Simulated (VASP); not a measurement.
# AlNi (R3m) in VASP: further runs

AlNi is run at these levels: PBE; tasks: single point.

Program: VASP 6.6.1. These are calculated values, not measurements. Logs are shortened: lines on timing, memory, paths and dates and some standing lists are left out, and cuts for length are marked.

**1. The cell of the first run**

The structure is trigonal, space group R3m (No. 160). Conventional cell: a = 4.091 Å, b = 4.091 Å, c = 5.011 Å, α = 90.00°, β = 90.00°, γ = 120.00°. Al (site symmetry 3m) has 8 Ni at 2.38 to 2.63 Å and 6 Al at 2.89 Å within 3.1 Å. Within 3.1 Å of Ni (site symmetry 3m) lie 8 Al at 2.38 to 2.63 Å and 6 Ni at 2.89 Å.

**2. Single point, PBE**

INCAR

```
PREC = Accurate ; ENCUT = 520
EDIFF = 1E-7 ; ISMEAR = 0
SIGMA = 0.15 ; LREAL = F
LASPH = T ; NELM = 100
ALGO = Fast ; ISIF = 2
LWAVE = F ; LCHARG = T
GGA = PE ; LELF = T
LVHAR = T ; NBANDS = 14
```

KPOINTS

```
regular mesh
0
Gamma
  20 20 20
```

POSCAR

```
AlNi
1.0
    2.8930835326      0.0000000000      0.0000000000
    0.0000000000      2.8930835326      0.0000000000
    0.0000000000      0.0000000000      2.8930835326
Al Ni
1 1
Direct
    0.0000000000      0.0000000000      0.0000000000
    0.4750547183      0.4750547183      0.4750547183
```

Potentials or basis: VASP PAW PBE potentials, release 64 (Al, Ni).

Run with:

```bash
> cat potpaw_PBE.64/Al/POTCAR potpaw_PBE.64/Ni/POTCAR > POTCAR
> mpirun -np 1 vasp_std > vasp.out
```

OUTCAR:

```text
PREC = Accurate
   ENCUT = 520
   EDIFF = 1E-7
   ISMEAR = 0
   LREAL = F
   LASPH = T
   NELM = 100
   ISIF = 2
   GGA = PE

 ion  position               nearest neighbor table
   1  0.000  0.000  0.000-   2 2.38   2 2.47   2 2.47   2 2.47   2 2.55   2 2.55   2 2.55   2 2.63

   2  0.475  0.475  0.475-   1 2.38   1 2.47   1 2.47   1 2.47   1 2.55   1 2.55   1 2.55   1 2.63

  LATTYP: Found a simple cubic cell.
 ALAT       =     2.8930835326

  Lattice vectors:

 A1 = (   2.8930835326,   0.0000000000,   0.0000000000)
 A2 = (   0.0000000000,   2.8930835326,   0.0000000000)
 A3 = (   0.0000000000,   0.0000000000,   2.8930835326)

Analysis of symmetry for initial positions (statically):
=====================================================================
 Subroutine PRICEL returns:
 Original cell was already a primitive cell.

 Routine SETGRP: Setting up the symmetry group for a
 simple cubic supercell.

 Subroutine GETGRP returns: Found  6 space group operations
 (whereof  6 operations were pure point group operations)
 out of a pool of 48 trial point group operations.

The static configuration has the point symmetry C_3v.

Analysis of symmetry for dynamics (positions and initial velocities):
=====================================================================
 Subroutine PRICEL returns:
 Original cell was already a primitive cell.

 Routine SETGRP: Setting up the symmetry group for a
 simple cubic supercell.

 Subroutine GETGRP returns: Found  6 space group operations
 (whereof  6 operations were pure point group operations)
 out of a pool of 48 trial point group operations.

The dynamic configuration has the point symmetry C_3v.

 Subroutine INISYM returns: Found  6 space group operations
 (whereof  6 operations are pure point group operations),
 and found     1 'primitive' translations

----------------------------------------------------------------------------------------

                                     Primitive cell

  volume of cell :      24.2149

  direct lattice vectors                    reciprocal lattice vectors
     2.893083533  0.000000000  0.000000000     0.345651962  0.000000000  0.000000000
     0.000000000  2.893083533  0.000000000     0.000000000  0.345651962  0.000000000
     0.000000000  0.000000000  2.893083533     0.000000000  0.000000000  0.345651962

  length of vectors
     2.893083533  2.893083533  2.893083533     0.345651962  0.345651962  0.345651962

  position of ions in fractional coordinates (direct lattice)
     0.000000000  0.000000000  0.000000000
     0.475054718  0.475054718  0.475054718

[... 84 lines left out ...]
   POTIM  = 0.5000    time-step for ionic-motion
   TEBEG  =    0.0;   TEEND  =   0.0 temperature during run
   PSTRESS=    0.0 pullay stress
   NELECT =      13.0000    total number of electrons
   NUPDOWN=      -1.0000    fix difference up-down
   EMIN   =  10.00;   EMAX   =-10.00  energy-range for DOS
   EFERMI =   0.00;   METHOD = LEGACY
   ISMEAR =     0;   SIGMA  =   0.15  broadening in eV -4-tet -1-fermi 0-gaus
   EFERMI_NEDOS =   21; number of points for ismear=-14 and -15
   IALGO  =     68    algorithm
   IMIX   =      4    mixing-type and parameters
     AMIX     =   0.40;   BMIX     =  1.00
     AMIX_MAG =   1.60;   BMIX_MAG =  1.00
  volume/ion in A,a.u.               =      12.11        81.71
  Fermi-wavevector in a.u.,A,eV,Ry     =   1.330541  2.514358 24.086934  1.770340
  Thomas-Fermi vector in A             =   2.459620
   LORBIT       =      0    0 simple, 1 ext, 2 COOP (PROOUT), +10 PAW based schemes
   GGA     = PE    functional components
   LHFCALC =     F    Hartree Fock is set to
   AEXX    =    0.0000 exact exchange contribution
   IVDW    =     0    specifies the selected vdW correction
   LEPSILON=     F    determine dielectric tensor
   LRPA    =     F    only Hartree local field effects (RPA)
 non-spin polarized calculation
 RMM-DIIS sequential band-by-band and
 Gauss-broadening in eV      SIGMA  =   0.15
  energy-cutoff  :      520.00
  volume of cell :       24.21
 maximum number of plane-waves:       672
 NGX is ok and might be reduce to    24
   NGX = 11   NGY = 11   NGZ = 11

 number of electron      13.0000004 magnetization

 Free energy of the ion-electron system (eV)
  ---------------------------------------------------
  ext. energy  EPLUGINS =         0.00000000
  ---------------------------------------------------
  free energy    TOTEN  =       -10.49778161 eV

  energy without entropy =      -10.48772707  energy(sigma->0) =      -10.49275434

 E-fermi :   9.8527     XC(G=0): -11.9839

 val. band max:        9.8521490310   @ k =   0.4500   0.4000   0.2500
 cond. band min:       9.8527485901   @ k =  -0.4500   0.5000   0.3000
 fundamental gap:      0.0005995591
 Fermi energy:         9.8526582725

 k-point     1 :       0.0000    0.0000    0.0000
  band No.  band energies     occupation
      1      -1.1840      2.00000
      2       6.6768      2.00000
      3       6.6768      2.00000
      4       8.3154      2.00000
      5       8.3381      2.00000
      6       8.3381      2.00000
      7      15.3032      0.00000
      8      15.3032      0.00000
      9      15.3400      0.00000
     10      17.9642      0.00000
     11      17.9642      0.00000
     12      23.2763      0.00000
     13      30.5065      0.00000
     14      30.5152      0.00000
[... 377 lines left out ...]
      1       1.0290      2.00000
      2       5.3493      2.00000
      3       7.0430      2.00000
      4       7.7471      2.00000
      5       7.7738      2.00000
      6       8.3812      2.00000
      7       9.5984      1.98347
      8      16.9977      0.00000
      9      17.9592      0.00000
     10      18.7247      0.00000
     11      22.3365      0.00000
     12      22.9117      0.00000
     13      23.2865      0.00000
     14      26.3678      0.00000

 [... further k-points ...]
[... 5 lines left out ...]
  --------------------------------------------------------------------------------------
  -------------------------------------------------------------------------------------
  Total        0.1533622      0.1533622      0.1533622      0.1114752      0.1114752      0.1114752
  in kB       10.1471926     10.1471926     10.1471926      7.3757466      7.3757466      7.3757466
  external PRESSURE =      10.1471926 kB  Pullay stress =       0.0000000 kB

 VOLUME and BASIS-vectors are now :
 -----------------------------------------------------------------------------
  energy-cutoff  :      520.00
  volume of cell :       24.21
      direct lattice vectors                 reciprocal lattice vectors
     2.893083533  0.000000000  0.000000000     0.345651962  0.000000000  0.000000000
     0.000000000  2.893083533  0.000000000     0.000000000  0.345651962  0.000000000
     0.000000000  0.000000000  2.893083533     0.000000000  0.000000000  0.345651962

 POSITION                                       TOTAL-FORCE (eV/Angst)
 -----------------------------------------------------------------------------------
      0.00000      0.00000      0.00000        -0.425421     -0.425421     -0.425421
      1.37437      1.37437      1.37437         0.425421      0.425421      0.425421
 -----------------------------------------------------------------------------------
    total drift:                                0.000169      0.000169      0.000154

  FREE ENERGIE OF THE ION-ELECTRON SYSTEM (eV)
  ---------------------------------------------------
  free  energy   TOTEN  =       -10.4977816084 eV

  energy  without entropy=      -10.4877270702  energy(sigma->0) =      -10.49275434
```

OSZICAR:

```text
N       E                     dE             d eps       ncg     rms          rms(c)
DAV:   1     0.405650131417E+02    0.40565E+02   -0.53849E+03 22132   0.972E+02
DAV:   2    -0.101562969244E+02   -0.50721E+02   -0.45911E+02 23488   0.180E+02
DAV:   3    -0.118890716957E+02   -0.17328E+01   -0.17166E+01 27824   0.369E+01
DAV:   4    -0.119122187214E+02   -0.23147E-01   -0.23141E-01 26168   0.387E+00
DAV:   5    -0.119129129511E+02   -0.69423E-03   -0.69421E-03 28294   0.731E-01    0.118E+01
RMM:   6    -0.138099030199E+02   -0.18970E+01   -0.13913E+01 26563   0.464E+01    0.166E+01
RMM:   7    -0.105124350044E+02    0.32975E+01   -0.39229E+00 24527   0.242E+01    0.113E+00
RMM:   8    -0.105066814452E+02    0.57536E-02   -0.80824E-02 23432   0.272E+00    0.664E-01
RMM:   9    -0.105008047613E+02    0.58767E-02   -0.24003E-02 25082   0.949E-01    0.494E-01
RMM:  10    -0.104977924489E+02    0.30123E-02   -0.67128E-03 27052   0.102E+00    0.131E-01
RMM:  11    -0.104979192461E+02   -0.12680E-03   -0.76165E-04 29694   0.328E-01    0.119E-01
RMM:  12    -0.104977714149E+02    0.14783E-03   -0.34242E-04 29377   0.202E-01    0.249E-02
RMM:  13    -0.104977801904E+02   -0.87756E-05   -0.88836E-05 31276   0.647E-02    0.705E-03
RMM:  14    -0.104977814316E+02   -0.12412E-05   -0.14455E-05 33292   0.259E-02    0.572E-03
RMM:  15    -0.104977815862E+02   -0.15454E-06   -0.12394E-06 28357   0.106E-02    0.497E-03
RMM:  16    -0.104977816084E+02   -0.22237E-07   -0.48560E-07 23102   0.532E-03
   1 F= -.10497782E+02 E0= -.10492754E+02  d E =-.100545E-01
```

Run time: 5.2 min. Hardware: 1 thread of AMD EPYC 7R43 (Zen 3), shared host; peak memory 0.33 GiB.

Results:

- Free energy: -10.4978 eV
- Pressure: 1.0 GPa
- Largest force: 0.737 eV/Å

Forces on the atoms (eV/Å):
```
Al  -0.425 -0.425 -0.425
Ni   0.425  0.425  0.425
```

Stress tensor (GPa, compression positive):
```
1.01 0.74 0.74
0.74 1.01 0.74
0.74 0.74 1.01
```

Caveat: the cell differs from its parent crystal (all Ni atoms moved +0.125 Å, as atom 2 towards its neighbour atom 1 (Al) at 2.505 Å).

**3. Single point, PBE**

INCAR

```
ALGO = Fast
EDIFF = 1E-6
ENCUT = 520
GGA = PE
ISIF = 2
ISMEAR = 0
LASPH = True
LCHARG = False
LREAL = False
LWAVE = False
NBANDS = 14
NELM = 60
PREC = Accurate
SIGMA = 0.15
```

KPOINTS

```
k-points
0
Gamma
  20 20 20
```

POSCAR: that of step 2 with these lines changed.

```diff
@@ -9,2 +9,2 @@
     0.0000000000      0.0000000000      0.0000000000
-    0.4750547183      0.4750547183      0.4750547183
+    0.4126915141      0.4126915141      0.4126915141
```

Potentials or basis: VASP PAW PBE potentials, release 64 (Al, Ni).

Run with:

```bash
> cat potpaw_PBE.64/Al/POTCAR potpaw_PBE.64/Ni/POTCAR > POTCAR
> mpirun -np 1 vasp_std > vasp.out
```

Run time: 4.7 min. Hardware: 1 thread of AMD EPYC 7R43 (Zen 3), shared host; peak memory 0.33 GiB.

The run converged. Its results:

```
Free energy   : -9.8697 eV
Pressure      : 13.7 GPa
Largest force : 3.717 eV/Å
```

Forces in eV/Å, atoms in the order of the input:
```
Al  -2.146 -2.146 -2.146
Ni   2.146  2.146  2.146
```

Stress tensor (GPa, compression positive):
```
13.68 10.31 10.31
10.31 13.68 10.31
10.31 10.31 13.68
```

Levels at points of the mesh, in eV from the Fermi level:
| k point | band 4 | band 5 | band 6 | band 7 | band 8 | band 9 |
| --- | --- | --- | --- | --- | --- | --- |
| (0.00, 0.00, 0.00) | -1.82 | -1.56 | -1.56 | 5.46 | 5.46 | 5.94 |
| (0.50, 0.00, 0.00) | -2.37 | -2.26 | -1.56 | -0.72 | 8.59 | 9.91 |
| (0.50, 0.50, 0.00) | -2.57 | -2.01 | -1.91 | -1.10 | 1.41 | 2.32 |
| (0.50, 0.50, 0.50) | -1.07 | -1.07 | 1.59 | 1.89 | 1.89 | 3.30 |

Caveat: the cell differs from its parent crystal (all Ni atoms moved +0.438 Å, as atom 2 towards its neighbour atom 1 (Al) at 2.505 Å); forces of over 1 eV/Å act on the atoms, so gaps and moduli don't describe the material at rest.

**4. Single point, PBE**

INCAR

```
SYSTEM = AlNi
ALGO = Fast ; EDIFF = 1E-7
ENCUT = 520 ; GGA = PE
ISIF = 2 ; ISMEAR = 0
LASPH = .True. ; LCHARG = .False.
LREAL = .False. ; LWAVE = .False.
NBANDS = 14 ; NELM = 60
PREC = Accurate ; SIGMA = 0.15
```

KPOINTS

```
k-points
0
Gamma
  20 20 20
  0 0 0
```

POSCAR: that of step 3 with these lines changed.

```diff
@@ -9,2 +9,2 @@
     0.0000000000      0.0000000000      0.0000000000
-    0.4126915141      0.4126915141      0.4126915141
+    0.4376367958      0.4376367958      0.4376367958
```

Run with:

```bash
> cat potpaw_PBE.64/Al/POTCAR potpaw_PBE.64/Ni/POTCAR > POTCAR
> mpirun -np 1 vasp_std > vasp.out
```

Run time: 5.9 min. Hardware: 1 thread of AMD EPYC 7R43 (Zen 3), shared host; peak memory 0.33 GiB.

The run converged. Its results:

```
Free energy   : -10.2331 eV
Pressure      : 6.5 GPa
Largest force : 2.199 eV/Å
```

Forces in eV/Å, atoms in the order of the input:
```
Al  -1.270 -1.270 -1.270
Ni   1.270  1.270  1.270
```

Stress tensor (GPa, compression positive):
```
6.53 4.91 4.91
4.91 6.53 4.91
4.91 4.91 6.53
```

Levels at points of the mesh, in eV from the Fermi level:
```tsv
k point	band 4	band 5	band 6	band 7	band 8	band 9
(0.00, 0.00, 0.00)	-1.67	-1.53	-1.53	5.46	5.46	5.69
(0.50, 0.00, 0.00)	-2.28	-2.23	-1.50	-0.68	8.44	9.93
(0.50, 0.50, 0.00)	-2.64	-2.03	-1.96	-1.04	1.44	2.35
(0.50, 0.50, 0.50)	-1.01	-1.01	1.78	1.95	1.95	3.27
```

Caveat: the cell differs from its parent crystal (all Ni atoms moved +0.312 Å, as atom 2 towards its neighbour atom 1 (Al) at 2.505 Å); forces of over 1 eV/Å act on the atoms, so gaps and moduli don't describe the material at rest. Spin polarisation is off, so any magnetic state and its effect on volume and gap are missing.

**5. Single point, PBE**

INCAR

```
SYSTEM = AlNi
PREC     = Accurate       ! precision mode
ENCUT    = 520            ! plane-wave cutoff, eV
EDIFF    = 1E-6           ! SCF threshold, eV
ISMEAR   = 0              ! smearing method
SIGMA    = 0.15           ! smearing width, eV
LREAL    = .False.        ! projectors in reciprocal space
LASPH    = .True.         ! aspherical terms in the spheres
NELM     = 60             ! most SCF steps
ALGO     = Fast           ! electronic algorithm
ISIF     = 2              ! what is computed and relaxed
LWAVE    = .False.        ! write WAVECAR
LCHARG   = .False.        ! write CHGCAR
GGA      = PE             ! functional
NBANDS   = 14             ! bands
```

KPOINTS

```
Automatic mesh
0
Gamma
  20 20 20
  0 0 0
```

POSCAR: that of step 4 with these lines changed.

```diff
@@ -9,2 +9,2 @@
     0.0000000000      0.0000000000      0.0000000000
-    0.4376367958      0.4376367958      0.4376367958
+    0.4625820775      0.4625820775      0.4625820775
```

Run with:

```bash
> cat potpaw_PBE.64/Al/POTCAR potpaw_PBE.64/Ni/POTCAR > POTCAR
> mpirun -np 1 vasp_std > vasp.out
```

Run time: 5.7 min. Hardware: 1 thread of AMD EPYC 7R43 (Zen 3), shared host; peak memory 0.33 GiB.

Results (log left out):

| Property | Result |
| --- | --- |
| Free energy | -10.4390 eV |
| Pressure | 2.2 GPa |
| Largest force | 1.154 eV/Å |

Forces on the atoms (eV/Å):
```
Al  -0.666 -0.666 -0.666
Ni   0.666  0.666  0.666
```

Stress tensor (GPa, compression positive):
```
2.24 1.68 1.68
1.68 2.24 1.68
1.68 1.68 2.24
```

Levels at points of the mesh, in eV from the Fermi level:
| k point | band 3 | band 4 | band 5 | band 6 | band 7 | band 8 | band 9 | band 10 |
| --- | --- | --- | --- | --- | --- | --- | --- | --- |
| (0.00, 0.00, 0.00) | -3.19 | -1.57 | -1.52 | -1.52 | 5.45 | 5.45 | 5.54 | 8.14 |
| (0.50, 0.00, 0.00) | -2.74 | -2.23 | -2.21 | -1.45 | -0.65 | 8.33 | 9.95 | 9.97 |
| (0.50, 0.50, 0.00) | -2.87 | -2.74 | -2.03 | -2.00 | -1.01 | 1.46 | 2.39 | 12.23 |
| (0.50, 0.50, 0.50) | -4.03 | -0.98 | -0.98 | 1.93 | 2.00 | 2.00 | 3.37 | 4.44 |

Caveat: the cell differs from its parent crystal (all Ni atoms moved +0.188 Å, as atom 2 towards its neighbour atom 1 (Al) at 2.505 Å); forces of over 1 eV/Å act on the atoms, so gaps and moduli don't describe the material at rest. Spin polarisation is off, so any magnetic state and its effect on volume and gap are missing.
